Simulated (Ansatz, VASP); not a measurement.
## Na in VASP and in Ansatz

The input POSCAR:

```
Na
1.0
   -2.0893700537      2.0893700537      2.0893700537
    2.0893700537     -2.0893700537      2.0893700537
    2.0893700537      2.0893700537     -2.0893700537
Na
1
Direct
    0.0000000000      0.0000000000      0.0000000000
```

INCAR.step1

```
SYSTEM = Na
ALGO = Normal
EDIFF = 1E-4
ENCUT = 520
GGA = PE
ISMEAR = 0
LASPH = .TRUE.
LCHARG = .FALSE.
LREAL = .FALSE.
LWAVE = .TRUE.
NBANDS = 10
NELM = 80
PREC = Accurate
SIGMA = 0.1
```

Contents of INCAR.step2:

```
SYSTEM = Na
ALGO = Normal
EDIFF = 1E-7
ENCUT = 520
ISIF = 2
ISMEAR = 0
ISTART = 1
LASPH = .TRUE.
LCHARG = .FALSE.
LMIXTAU = .TRUE.
LREAL = .FALSE.
LWAVE = .FALSE.
METAGGA = R2SCAN
NBANDS = 10
NELM = 80
PREC = Accurate
SIGMA = 0.1
```

File KPOINTS:

```
k-points
0
G
  14 14 14
  0 0 0
```

Input for Ansatz:

```yaml
crystal:
  lattice:
    - [-2.0893700537, 2.0893700537, 2.0893700537]
    - [2.0893700537, -2.0893700537, 2.0893700537]
    - [2.0893700537, 2.0893700537, -2.0893700537]
  atoms:
    - { symbol: Na, position: [0.0, 0.0, 0.0] }
basis:
  ecutwfc: 500
kpoints:
  mp_grid: { grid: [14, 14, 14] }
hamiltonian:
  xc: r2scan
scf:
  occupations: { method: gaussian, width: 0.1 }
output:
  forces: true
  stress: true
  eigenvalues: true
```

Alike in both runs: task single point; functional r2SCAN; k mesh 14 × 14 × 14; occupations gaussian, width 0.1 eV; no spin polarisation.

```csv
,VASP,Ansatz
version,VASP 6.6.1,Ansatz 0.2.0
potentials or method,"VASP PAW PBE potentials, release 64 (Na_pv), cutoff 520 eV","scalar-relativistic, plane waves, PAW"
valence electrons in the cell,7,9
```

Ansatz gave:

- gap on the k mesh at the Fermi level (eV): none
- pressure (GPa): 0.3

Problem. Which values does VASP return?

Solution. gap on the k mesh at the Fermi level (eV): none; pressure (GPa): 0.4.

VASP's potentials were made for PBE, not for r2SCAN. A gap of «none» marks a metal or a gap that the smearing closes. VASP's potentials hold 7 valence electrons a cell and Ansatz's 9, so a difference there can come from the potentials and not from the codes.
